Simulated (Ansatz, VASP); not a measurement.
Nb: VASP beside Ansatz

```
Nb
1.0
     2.87282    0.00000    0.00000
    -1.43641    2.48793    0.00000
     0.00000    0.00000   10.64673
Nb
4
Direct
  0.33333 0.66667 0.12080
  0.66667 0.33333 0.62080
  0.33333 0.66667 0.37920
  0.66667 0.33333 0.87920
```

Alike in both runs: functional PBE; k mesh 18 × 18 × 6; occupations gaussian, width 0.1 eV; no spin polarisation.

Ansatz relaxed the structure, and its values are those at the end. VASP's run is a single point on that final structure, the one shown.

|  | VASP | Ansatz |
| --- | --- | --- |
| version | VASP 6.6.1 | Ansatz 0.2.0 |
| potentials or method | VASP PAW PBE potentials, release 64 (Nb_sv), cutoff 520 eV | scalar-relativistic, plane waves, PAW |
| valence electrons in the cell | 52 | 52 |

```tsv
	VASP	Ansatz	Ansatz less VASP
gap on the k mesh at the Fermi level (eV)	none	none	-
pressure (GPa)	-0.3	0.0	+0.29
rms of the force components (eV/Å)	0.005	0.000	-0.0043
```

A gap of «none» marks a metal or a gap that the smearing closes. With one functional, cell and mesh, what is left measures potentials, basis and numerics.
